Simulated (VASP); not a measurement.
Input of a VASP 6.6.1 run:

Contents of POSCAR:

```
La2O3
1.0
    3.9350929413      0.0000000000      0.0000000000
   -1.9675464707      3.4078904534      0.0000000000
    0.0000000000      0.0000000000      6.1262268541
La O
2 3
Direct
    0.3333333333      0.6666666667      0.2461581727
    0.6666666667      0.3333333333      0.7538418273
    0.0000000000      0.0000000000      0.0000000000
    0.3333333333      0.6666666667      0.6461107659
    0.6666666667      0.3333333333      0.3538892341
```

The input INCAR.step1:

```
ALGO = Normal
EDIFF = 1E-4
ENCUT = 520
GGA = PE
ISMEAR = 0
LASPH = True
LCHARG = False
LREAL = False
LWAVE = True
NBANDS = 28
NELM = 100
PREC = Accurate
SIGMA = 0.01
```

INCAR.step2

```
ALGO = Normal
EDIFF = 1E-6
ENCUT = 520
ISIF = 2
ISMEAR = 0
ISTART = 1
LASPH = True
LCHARG = True
LELF = True
LMIXTAU = True
LREAL = False
LVHAR = True
LWAVE = False
METAGGA = R2SCAN
NBANDS = 28
NELM = 100
PREC = Accurate
SIGMA = 0.01
```

Contents of KPOINTS:

```
k-points
0
Gamma
  12 12 4
```

Potentials or basis: VASP PAW PBE potentials, release 64 (La, O).

Run with:

```sh
$ cat potpaw_PBE.64/La/POTCAR potpaw_PBE.64/O/POTCAR > POTCAR
$ cp INCAR.step1 INCAR
$ mpirun -np 1 vasp_std > vasp.out
$ cp INCAR.step2 INCAR
$ mpirun -np 1 vasp_std > vasp.out
```

**Question.** Estimate the pressure.

**Answer.** -0.4 GPa.

**Question.** What does it give for the largest force?

**Answer.** 0.022 eV/Å.

**Question.** What does it give for the band gap on the k mesh?

**Answer.** 4.24 eV (least direct gap 4.36 eV).

Stress tensor (GPa, compression positive):
```
-0.46  0.00  0.00
 0.00 -0.46  0.00
 0.00  0.00 -0.35
```

Caveat: the PAW data sets were made with another functional, which shifts forces and pressure a little; spin-orbit coupling is left out, which moves the levels of the heavy elements. A k mesh can miss the band edges.
